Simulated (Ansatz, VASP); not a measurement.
## HgH: VASP beside Ansatz

File INCAR:

```
ALGO = Normal
EDIFF = 1E-6
ENCUT = 520
GGA = PE
ISIF = 2
ISMEAR = 0
LASPH = True
LCHARG = False
LREAL = False
LWAVE = False
NBANDS = 14
NELM = 80
PREC = Accurate
SIGMA = 0.1
```

Contents of KPOINTS:

```
k-points
0
Gamma
  6 6 6
```

Contents of POSCAR:

```
HgH
1.0
    3.2172217378      0.0000000000      0.0000000000
   -1.6086108689      2.7861957546      0.0000000000
    0.0000000000      0.0000000000      3.1379127013
Hg H
1 1
Direct
    0.0000000000      0.0000000000      0.0000000000
    0.6666666667      0.3333333333      0.5000000000
```

Input for Ansatz:

```yaml
crystal:
  lattice:
    - [3.2172217378, 0.0, 0.0]
    - [-1.6086108689, 2.7861957546, 0.0]
    - [0.0, 0.0, 3.1379127013]
  atoms:
    - { symbol: Hg, position: [0.0, 0.0, 0.0] }
    - { symbol: H, position: [0.6666666667, 0.3333333333, 0.5] }
basis:
  ecutwfc: 420
kpoints:
  mp_grid: { grid: [6, 6, 6] }
hamiltonian:
  xc: pbe
scf:
  occupations: { method: gaussian, width: 0.1 }
  lower_state_search: "off"
output:
  forces: true
  stress: true
  eigenvalues: true
```

Alike in both runs: task single point; functional PBE; k mesh 6 × 6 × 6; occupations gaussian, width 0.1 eV; no spin polarisation.

|  | VASP | Ansatz |
| --- | --- | --- |
| version | VASP 6.6.1 | Ansatz 0.2.0 |
| potentials or method | VASP PAW PBE potentials, release 64 (Hg, H), cutoff 520 eV | scalar-relativistic, plane waves, PAW |
| valence electrons in the cell | 13 | 21 |

VASP gave:

- gap on the k mesh at the Fermi level (eV): none
- pressure (GPa): 1.9
- traceless stress, the component that is largest in VASP (GPa): -1.82

**Question.** What did Ansatz give for the same quantities?

**Answer.** gap on the k mesh at the Fermi level (eV): none; pressure (GPa): 1.7; traceless stress, the component that is largest in VASP (GPa): -1.82.

A gap of «none» marks a metal or a gap that the smearing closes. The functional is the same, so the differences come from potentials, cutoffs and numerics. VASP's potentials hold 13 valence electrons a cell and Ansatz's 21, so a difference there can come from the potentials and not from the codes.

The k mesh is coarse, so the values compare programs but aren't converged. Spin-orbit coupling is off throughout.
